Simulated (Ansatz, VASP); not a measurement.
## Two plane-wave programs on Sb

The input POSCAR:

```
Sb
1.0
    3.3545324186      0.0000000000      0.0000000000
   -1.6772662093      2.9051102923      0.0000000000
    0.0000000000      0.0000000000      5.4701606500
Sb
2
Direct
    0.6666666667      0.3333333333      0.7500000000
    0.3333333333      0.6666666667      0.2500000000
```

Contents of INCAR.step1:

```
PREC     = Accurate       # precision mode
ENCUT    = 440            # plane-wave cutoff, eV
EDIFF    = 1E-5           # SCF threshold, eV
ISMEAR   = -1             # smearing method
SIGMA    = 0.05           # smearing width, eV
LREAL    = F              # projectors in reciprocal space
LASPH    = T              # aspherical terms in the spheres
NELM     = 120            # most SCF steps
ALGO     = Normal         # electronic algorithm
ISIF     = 2              # what is computed and relaxed
LWAVE    = T              # write WAVECAR
LCHARG   = F              # write CHGCAR
NBANDS   = 22             # bands
GGA      = PE             # functional
GGA_COMPAT= F
```

The input INCAR.step2:

```
PREC     = Accurate       # precision mode
ENCUT    = 440            # plane-wave cutoff, eV
EDIFF    = 1E-6           # SCF threshold, eV
ISMEAR   = -1             # smearing method
SIGMA    = 0.05           # smearing width, eV
LREAL    = F              # projectors in reciprocal space
LASPH    = T              # aspherical terms in the spheres
NELM     = 120            # most SCF steps
ALGO     = Normal         # electronic algorithm
ISIF     = 2              # what is computed and relaxed
LWAVE    = F              # write WAVECAR
LCHARG   = F              # write CHGCAR
METAGGA  = R2SCAN         # meta-GGA
LHFCALC  = T              # exact exchange
AEXX     = 0.25           # exact-exchange fraction
LMIXTAU  = T            
PRECFOCK = Normal       
NBANDS   = 22             # bands
ISTART   = 1            
GGA_COMPAT= F
```

File KPOINTS:

```
Automatic mesh
0
Gamma
  5 5 3
```

The input input.yaml:

```yaml
crystal:
  lattice:
    - [3.3545324186, 0.0, 0.0]
    - [-1.6772662093, 2.9051102923, 0.0]
    - [0.0, 0.0, 5.47016065]
  atoms:
    - { symbol: Sb, position: [0.6666666667, 0.3333333333, 0.75] }
    - { symbol: Sb, position: [0.3333333333, 0.6666666667, 0.25] }
hamiltonian:
  xc: r2scan0
  pseudopotentials: { kind: paw }
kpoints:
  mp_grid: { grid: [5, 5, 3] }
scf:
  occupations: { method: fermi_dirac, width: 0.05 }
  n_extra_bands: 6
output:
  forces: true
  stress: true
  eigenvalues: true
  dos: { projected: true, de: 0.05 }
  write_density: true
  write_potential: true
  elf: true
  volumetric_format: npy
```

Alike in both runs: functional r2SCAN0; k mesh 5 × 5 × 3; occupations fermi-dirac, width 0.05 eV; no spin polarisation.

```csv
,VASP,Ansatz
version,VASP 6.6.1,Ansatz 0.2.0
potentials or method,"VASP PAW PBE potentials, release 64 (Sb_d_GW)",Ansatz PAW
plane-wave cutoff (eV),440,500
valence electrons in the cell,30,30
task,single point,projected density of states
```

```tsv
	VASP	Ansatz	Ansatz less VASP
gap on the k mesh at the Fermi level (eV)	none	none	-
pressure (GPa)	-2.6	-2.4	+0.20
traceless stress, the component that is largest in VASP (GPa)	4.09	4.13	+0.042
```

VASP's potentials were made for PBE, not for r2SCAN0. A gap of «none» marks a metal or a gap that the smearing closes.

The k mesh is coarse, so the values compare programs but aren't converged. Neither program's run includes spin-orbit coupling.
